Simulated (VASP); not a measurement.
A run of VASP 6.6.1 is set up as follows.

The input POSCAR:

```
Ti
1.0
    2.9364061084      0.0000000000      0.0000000000
   -1.4682030542      2.5430022857      0.0000000000
    0.0000000000      0.0000000000      4.6438230415
Ti
2
Direct
    0.3333333333      0.6666666667      0.7500000000
    0.6666666667      0.3333333333      0.2500000000
```

The input INCAR.step1:

```
SYSTEM = Ti
PREC     = Accurate       ! precision mode
ENCUT    = 520            ! plane-wave cutoff, eV
ISMEAR   = 0              ! smearing method
SIGMA    = 0.05           ! smearing width, eV
LREAL    = .FALSE.        ! projectors in reciprocal space
LASPH    = .TRUE.         ! aspherical terms in the spheres
NELM     = 100            ! most SCF steps
NBANDS   = 19             ! bands
GGA      = PE             ! functional
ALGO     = Normal         ! electronic algorithm
EDIFF    = 1E-4           ! SCF threshold, eV
LWAVE    = .TRUE.         ! write WAVECAR
LCHARG   = .FALSE.        ! write CHGCAR
```

The input INCAR.step2:

```
SYSTEM = Ti
PREC     = Accurate       ! precision mode
ENCUT    = 520            ! plane-wave cutoff, eV
EDIFF    = 1E-6           ! SCF threshold, eV
ISMEAR   = 0              ! smearing method
SIGMA    = 0.05           ! smearing width, eV
LREAL    = .FALSE.        ! projectors in reciprocal space
LASPH    = .TRUE.         ! aspherical terms in the spheres
NELM     = 100            ! most SCF steps
ALGO     = Normal         ! electronic algorithm
ISIF     = 2              ! what is computed and relaxed
LWAVE    = .FALSE.        ! write WAVECAR
LCHARG   = .FALSE.        ! write CHGCAR
METAGGA  = R2SCAN         ! meta-GGA
LMIXTAU  = .TRUE.       
NBANDS   = 19             ! bands
ISTART   = 1
```

File KPOINTS:

```
Automatic mesh
0
G
  16 16 10
  0 0 0
```

Potentials or basis: VASP PAW PBE potentials, release 64 (Ti_sv).

Run with:

```bash
$ cat potpaw_PBE.64/Ti_sv/POTCAR > POTCAR
$ cp INCAR.step1 INCAR
$ mpirun -np 1 vasp_std > vasp.out
$ cp INCAR.step2 INCAR
$ mpirun -np 1 vasp_std > vasp.out
```

(1) Predict the pressure.

(2) Predict the band gap on the k mesh.

Answers

(1) 0.2 GPa.

(2) zero (bands 12 and 13 overlap by 1.22 eV).

Caveat: the PAW data sets were made with another functional, which shifts forces and pressure a little.
